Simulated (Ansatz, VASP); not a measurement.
## SnO2: VASP beside Ansatz

```xyz
3
Lattice="1.6200 0.9168 4.0814 -1.6200 0.9168 4.0814 0.0000 -1.8335 4.0814" Properties=species:S:1:pos:R:3 pbc="T T T"
Sn    0.0000    0.0000    6.1221
O     0.0000    0.0000    3.0021
O     0.0000    0.0000    9.2420
```

Change from the starting cell: strain +0.0100 x Voigt [1, -1, 0, 0, 0, 0], atoms carried along.

Alike in both runs: task single point; functional LDA; k mesh 12 × 12 × 12; occupations gaussian, width 0.05 eV; no spin polarisation.

|  | VASP | Ansatz |
| --- | --- | --- |
| version | VASP 6.6.1 | Ansatz 0.2.0 |
| potentials or method | VASP PAW LDA potentials, release 64 (Sn_d, O), cutoff 520 eV | scalar-relativistic, plane waves, PAW |
| valence electrons in the cell | 26 | 26 |

```tsv
	VASP	Ansatz	Ansatz less VASP
gap on the k mesh at the Fermi level (eV)	1.56	1.55	-0.008
least direct gap on the mesh (eV)	1.56	1.55	-0.008
pressure (GPa)	1.0	0.1	-0.98
traceless stress, the component that is largest in VASP (GPa)	2.81	2.43	-0.383
rms of the force components (eV/Å)	0.039	0.019	-0.0196
```

LDA's correlation is that of Perdew and Zunger in VASP and of Perdew and Wang (1992) in Ansatz. Atom by atom the forces differ by 0.030 eV/Å (rms over components).
